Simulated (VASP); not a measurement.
Here is a VASP 6.6.1 calculation.

Contents of POSCAR:

```
NiSb
1.0
    3.9421153819      0.0000000000      0.0000000000
   -1.9710576909      3.4139720654      0.0000000000
    0.0000000000      0.0000000000      5.1344853978
Ni Sb
2 2
Direct
    0.0000000000      0.0000000000      0.0000000000
    0.0000000000      0.0000000000      0.5000000000
    0.3333333333      0.6666666667      0.2500000000
    0.6666666667      0.3333333333      0.7500000000
```

File INCAR.step1:

```
SYSTEM = NiSb
PREC = Accurate
ENCUT = 520
ISMEAR = 0
SIGMA = 0.05
LREAL = .FALSE.
LASPH = .TRUE.
NELM = 150
ISPIN = 2
MAGMOM = 0.05 0.05 0 0
LMAXMIX = 4
NBANDS = 27
GGA = PE
ALGO = Normal
EDIFF = 1E-4
LWAVE = .TRUE.
LCHARG = .FALSE.
```

INCAR.step2

```
SYSTEM = NiSb
PREC = Accurate
ENCUT = 520
EDIFF = 1E-6
ISMEAR = 0
SIGMA = 0.05
LREAL = .FALSE.
LASPH = .TRUE.
NELM = 150
ALGO = Normal
ISIF = 2
LWAVE = .FALSE.
LCHARG = .TRUE.
ISPIN = 2
MAGMOM = 0.05 0.05 0 0
LORBIT = 11
LMAXMIX = 4
METAGGA = R2SCAN
LMIXTAU = .TRUE.
IVDW = 12
VDW_S6 = 1.0
VDW_S8 = 0.78981345
VDW_A1 = 0.49484001
VDW_A2 = 5.73083694
LELF = .TRUE.
LVHAR = .TRUE.
NBANDS = 27
ISTART = 1
```

Contents of KPOINTS:

```
regular mesh
0
G
  8 8 6
  0 0 0
```

Potentials or basis: VASP PAW PBE potentials, release 64 (Ni, Sb).

Command:

```bash
$ cat potpaw_PBE.64/Ni/POTCAR potpaw_PBE.64/Sb/POTCAR > POTCAR
$ cp INCAR.step1 INCAR
$ mpirun -np 1 vasp_std > vasp.out
$ cp INCAR.step2 INCAR
$ mpirun -np 1 vasp_std > vasp.out
```

**Question.** Predict the net moment.

**Answer.** 0.00 μB per cell.

**Question.** Estimate the band gap on the k mesh.

**Answer.** Zero (filled and empty bands overlap).

**Question.** Estimate the dispersion energy per atom.

**Answer.** -0.249 eV.

**Question.** Estimate the pressure.

**Answer.** -3.1 GPa.

Stress tensor (GPa, compression positive):
```
-3.21  0.00  0.00
 0.00 -3.21  0.00
 0.00  0.00 -3.00
```

Caveat: three body term missing; the cell stands under tension; the PAW data sets were made with another functional, which shifts forces and pressure a little; spin-orbit coupling is left out, which moves the levels of the heavy elements.
